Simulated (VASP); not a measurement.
# Cd4Se: single point with PBE

Crystal: Cd4Se.

```
Cd Se
1.0
     3.90663    0.00000    0.00000
    -1.95332    3.38324    0.00000
     0.00000    0.00000    9.51214
Cd Se
4 1
Direct
  0.33333 0.66667 0.18096
  0.66667 0.33333 0.81904
  0.66667 0.33333 0.39485
  0.33333 0.66667 0.60515
  0.00000 0.00000 0.00000
```

```yaml
Program: VASP 6.6.1
Task: single point
Functional: PBE
Potentials_or_basis: VASP PAW PBE potentials, release 64 (Cd, Se)
Cutoff: 520 eV
k_mesh: 6 × 6 × 2
Occupations: gaussian, width 0.2 eV
Spin: no spin polarisation
Dipole_correction: no
Further_INCAR_settings: ALGO = Normal; EDIFF = 1e-07; NBANDS = 35
```

```json
{
 "Pressure": "0.5 GPa",
 "Largest force": "0.046 eV/Å",
 "Band gap on the k mesh": "zero (band 27 reaches 2.79 eV, above the bottom of band 28 at 1.07 eV)"
}
```

Forces in eV/Å, atoms in the order of the input:
```
Cd   0.000  0.000 -0.046
Cd   0.000  0.000  0.046
Cd   0.000  0.000  0.001
Cd   0.000  0.000 -0.001
Se   0.000  0.000  0.000
```

Stress tensor (GPa, compression positive):
```
0.74 0.00 0.00
0.00 0.74 0.00
0.00 0.00 0.05
```

Levels at points of the mesh, in eV from the Fermi level:
```tsv
k point	band 25	band 26	band 27	band 28	band 29	band 30
(0.00, 0.00, 0.00)	-2.28	-1.02	-1.02	2.68	4.70	5.31
(0.50, 0.00, 0.00)	-2.82	-2.44	-1.98	0.77	1.14	1.83
(0.00, 0.00, 0.50)	-1.02	-1.02	0.12	1.24	5.39	5.68
(0.50, 0.00, 0.50)	-1.96	-1.86	-1.09	-0.94	-0.32	2.82
```

It took 44 s on 1 thread of Intel(R) Xeon(R) Platinum 8488C (Sapphire Rapids), with other jobs on the host, peak memory 0.25 GiB.
